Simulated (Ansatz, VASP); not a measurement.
## Sc3Ga2As in VASP and in Ansatz

```xyz
6
Lattice="6.2381 0.0000 0.0000 -3.1191 5.4024 0.0000 0.0000 0.0000 4.1926" Properties=species:S:1:pos:R:3 pbc="T T T"
Sc    3.1191    0.0000    2.0963
Sc    1.5595    2.7012    2.0963
Sc   -1.5595    2.7012    2.0963
Ga    0.0000    3.6016    0.0000
Ga    3.1191    1.8008    0.0000
As    0.0000    0.0000    0.0000
```

Change from the starting cell: species swapped into the ErCo3B2 type (P6/mmm, No. 191).

Alike in both runs: functional PBE; k mesh 3 × 3 × 6; occupations gaussian, width 0.1 eV; no spin polarisation.

Ansatz relaxed the structure, and its values are those at the end. VASP's run is a single point on that final structure, the one shown.

```csv
,VASP,Ansatz
version,VASP 6.6.1,Ansatz 0.2.0
potentials or method,"VASP PAW PBE potentials, release 64 (Sc_sv, Ga_d, As), cutoff 520 eV","scalar-relativistic, plane waves, PAW"
valence electrons in the cell,64,74
```

```csv
,VASP,Ansatz,Ansatz less VASP
gap on the k mesh at the Fermi level (eV),none,none,-
pressure (GPa),0.2,0.1,-0.11
```

A gap of «none» marks a metal or a gap that the smearing closes. With one functional, cell and mesh, what is left measures potentials, basis and numerics. VASP's potentials hold 64 valence electrons a cell and Ansatz's 74, so a difference there can come from the potentials and not from the codes.

The k mesh is coarse, so the values compare programs but aren't converged.
